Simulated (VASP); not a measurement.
The system is EuS.

```
Eu S
1.0
     0.00000    2.97850    2.97850
     2.97850    0.00000    2.97850
     2.97850    2.97850    0.00000
Eu S
1 1
Cartesian
  0.0000 0.0000 0.0000
  2.9785 2.9785 2.9785
```

| Property | Result |
| --- | --- |
| Program | VASP 6.6.1 |
| Task | relaxation of cell and atoms |
| Functional | PBEsol-based screened hybrid with 25 % exact exchange |
| Potentials or basis | VASP PAW PBE potentials, release 64 (Eu, S) |
| Cutoff | 600 eV |
| k mesh | 4 × 4 × 4 |
| Occupations | fermi-dirac, width 0.05 eV |
| Spin | collinear spin, ferromagnetic start |
| Starting moments | [7.0, 0.0] μB |

At the start: pressure -1.8 GPa; volume 26.42 Å³/atom.

Question: How do energy, volume and symmetry change on relaxing?

Answer: Over 3 steps the energy falls by 5.4 meV/atom and the volume is 25.47 Å³/atom (-3.6 %); space group Fm-3m (No. 225, to 0.1 Å) before and after; moment 7.00 μB per cell.

The path:
| step | energy change (eV) | largest force (eV/Å) | pressure (GPa) | volume (Å³) |
| --- | --- | --- | --- | --- |
| 1 | 0.0000 | 0.0000 | -1.79 | 52.85 |
| 2 | -0.0105 | 0.0000 | 0.33 | 50.62 |
| 3 | -0.0108 | 0.0000 | -0.03 | 50.94 |

Final structure:
```yaml
crystal:
  lattice:
    - [0.00000, 2.94232, 2.94232]
    - [2.94232, 0.00000, 2.94232]
    - [2.94232, 2.94232, 0.00000]
  atoms:
    - { symbol: Eu, position: [0.00000, 0.00000, 0.00000] }
    - { symbol: S, position: [0.50000, 0.50000, 0.50000] }
```

Caveat: the k points lie up to 0.46 Å⁻¹ apart in the final cell; the PAW data sets were made with another functional, which shifts forces and pressure a little; a cell with one magnetic atom can't hold antiferromagnetic order, which such compounds often take.
